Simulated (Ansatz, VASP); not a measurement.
SnSe: VASP beside Ansatz

POSCAR

```
SnSe
1.0
    3.5851473691      0.0000000000      0.0000000000
    0.0000000000      3.5851473691      0.0000000000
    0.0000000000      0.0000000000      3.5851473691
Se Sn
1 1
Direct
    0.0000000000      0.0000000000      0.0000000000
    0.5000000000      0.5000000000      0.5000000000
```

Contents of INCAR.step1:

```
SYSTEM = SnSe
PREC = Accurate
ENCUT = 520
ISMEAR = 0
SIGMA = 0.05
LREAL = .FALSE.
LASPH = .TRUE.
NELM = 60
NBANDS = 17
GGA = PE
ALGO = Normal
EDIFF = 1E-4
LWAVE = .TRUE.
LCHARG = .FALSE.
```

File INCAR.step2:

```
SYSTEM = SnSe
PREC = Accurate
ENCUT = 520
EDIFF = 1E-6
ISMEAR = 0
SIGMA = 0.05
LREAL = .FALSE.
LASPH = .TRUE.
NELM = 60
ALGO = Normal
ISIF = 2
LWAVE = .FALSE.
LCHARG = .FALSE.
METAGGA = R2SCAN
LMIXTAU = .TRUE.
IVDW = 12
VDW_S6 = 1.0
VDW_S8 = 0.78981345
VDW_A1 = 0.49484001
VDW_A2 = 5.73083694
NBANDS = 17
ISTART = 1
```

KPOINTS

```
Automatic mesh
0
G
  10 10 10
  0 0 0
```

Input for Ansatz:

```yaml
crystal:
  lattice:
    - [3.5851473691, 0.0, 0.0]
    - [0.0, 3.5851473691, 0.0]
    - [0.0, 0.0, 3.5851473691]
  atoms:
    - { symbol: Se, position: [0.0, 0.0, 0.0] }
    - { symbol: Sn, position: [0.5, 0.5, 0.5] }
basis:
  ecutwfc: 500
  ecutrho_ratio: 4
kpoints:
  mp_grid: { grid: [10, 10, 10] }
hamiltonian:
  xc: r2scan
  dispersion: d3bj
scf:
  occupations: { method: gaussian, width: 0.05 }
output:
  forces: true
  stress: true
  eigenvalues: true
```

Alike in both runs: task single point; functional r2SCAN; dispersion D3(BJ); k mesh 10 × 10 × 10; occupations gaussian, width 0.05 eV; no spin polarisation.

|  | VASP | Ansatz |
| --- | --- | --- |
| version | VASP 6.6.1 | Ansatz 0.2.0 |
| potentials or method | VASP PAW PBE potentials, release 64 (Se, Sn_d), cutoff 520 eV | scalar-relativistic, plane waves, PAW |
| valence electrons in the cell | 20 | 30 |

|  | VASP | Ansatz | Ansatz less VASP |
| --- | --- | --- | --- |
| gap on the k mesh at the Fermi level (eV) | none | none | - |
| pressure (GPa) | 2.4 | 2.4 | -0.02 |

VASP's potentials were made for PBE, not for r2SCAN. A gap of «none» marks a metal or a gap that the smearing closes. VASP's potentials hold 20 valence electrons a cell and Ansatz's 30, so a difference there can come from the potentials and not from the codes. Ansatz's warnings: dispersion damping borrowed.
